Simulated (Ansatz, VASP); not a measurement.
# Two plane-wave programs on Co

```
CELL_PARAMETERS angstrom
0.00000 1.70919 1.70919
1.70919 0.00000 1.70919
1.70919 1.70919 0.00000
ATOMIC_POSITIONS crystal
Co 0.00000 0.00000 0.00000
```

Alike in both runs: task single point; functional r2SCAN; k mesh 17 × 17 × 17; occupations fermi-dirac, width 0.05 eV; collinear spin.

|  | VASP | Ansatz |
| --- | --- | --- |
| version | VASP 6.6.1 | Ansatz 0.2.0 |
| potentials or method | VASP PAW PBE potentials, release 64 (Co), cutoff 520 eV | plane waves (500 eV) with PAW, scalar-relativistic |
| valence electrons in the cell | 9 | 17 |

|  | VASP | Ansatz | Ansatz less VASP |
| --- | --- | --- | --- |
| pressure (GPa) | 20.1 | 20.5 | +0.33 |
| net moment per atom (μB) | 1.77 | 1.78 | +0.012 |
| size of the moment on the site where the two differ most (μB) | 1.80 | 1.88 | +0.076 |

VASP's potentials were made for PBE, not for r2SCAN. Site moments also hang on the region over which each program counts them. The functional is the same, so the differences come from potentials, cutoffs and numerics. VASP's potentials hold 9 valence electrons a cell and Ansatz's 17, so a difference there can come from the potentials and not from the codes. Ansatz's warnings: stability check not made.
